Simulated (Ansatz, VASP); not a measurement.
**One calculation of Ca, two programs**

Contents of INCAR:

```
SYSTEM = Ca
AGGAC    = 0.0          
ALDAC    = 0.0          
ALGO     = Normal         ! electronic algorithm
EDIFF    = 1E-6           ! SCF threshold, eV
ENCUT    = 520            ! plane-wave cutoff, eV
GGA      = PE             ! functional
ISIF     = 2              ! what is computed and relaxed
ISMEAR   = 1              ! smearing method
ISPIN    = 2              ! spin polarisation
LASPH    = .TRUE.         ! aspherical terms in the spheres
LCHARG   = .FALSE.        ! write CHGCAR
LORBIT   = 11             ! projections on sites
LREAL    = .FALSE.        ! projectors in reciprocal space
LWAVE    = .FALSE.        ! write WAVECAR
MAGMOM   = 0.5            ! initial moments
NBANDS   = 15             ! bands
NELM     = 150            ! most SCF steps
PREC     = Accurate       ! precision mode
SIGMA    = 0.05           ! smearing width, eV
```

The input KPOINTS:

```
k-points
0
G
  7 7 7
  0 0 0
```

File POSCAR:

```
Ca
1.0
   -2.2387560000      2.1912570000      2.3053220000
    2.1693490000     -2.1712010000      2.2154890000
    2.2015050000      2.1339500000     -2.2851830000
Ca
1
Direct
    0.5000000000      0.5000000000      0.0000000000
```

input.yaml

```yaml
crystal:
  lattice:
    - [-2.238756, 2.191257, 2.305322]
    - [2.169349, -2.171201, 2.215489]
    - [2.201505, 2.13395, -2.285183]
  atoms:
    - { symbol: Ca, position: [0.5, 0.5, 0.0], spin: 0.5 }
hamiltonian:
  xc: { exchange: pbe, correlation: none }
  pseudopotentials: { kind: paw, source: jth }
magnetization:
  spin_polarized: true
kpoints:
  mp_grid: { grid: [7, 7, 7] }
scf:
  occupations: { method: methfessel_paxton, width: 0.05 }
  n_extra_bands: 6
output:
  forces: true
  stress: true
  eigenvalues: true
  dos: { projected: true, de: 0.05, nscf_kmesh: { grid: [11, 11, 11] } }
```

Change from the starting cell: cell strained at random at fixed volume.

Alike in both runs: functional PBE exchange alone; k mesh 7 × 7 × 7; occupations methfessel-paxton of order 1, width 0.05 eV; collinear spin.

|  | VASP | Ansatz |
| --- | --- | --- |
| version | VASP 6.6.1 | Ansatz 0.2.0 |
| potentials or method | VASP PAW PBE potentials, release 64 (Ca_sv) | JTH PAW |
| plane-wave cutoff (eV) | 520 | 870 |
| valence electrons in the cell | 10 | 10 |
| task | single point | projected density of states |

|  | VASP | Ansatz | Ansatz less VASP |
| --- | --- | --- | --- |
| gap on the k mesh at the Fermi level (eV) | none | none | - |
| pressure (GPa) | 2.2 | 2.2 | -0.02 |
| traceless stress, the component that is largest in VASP (GPa) | 0.70 | 0.70 | -0.003 |
| net moment per atom (μB) | 0.23 | 0.23 | +0.001 |
| size of the moment on the site where the two differ most (μB) | 0.04 | 0.09 | +0.055 |

VASP's potentials were made for PBE, not for PBE exchange alone. Site moments also hang on the region over which each program counts them. A gap of «none» marks a metal or a gap that the smearing closes.
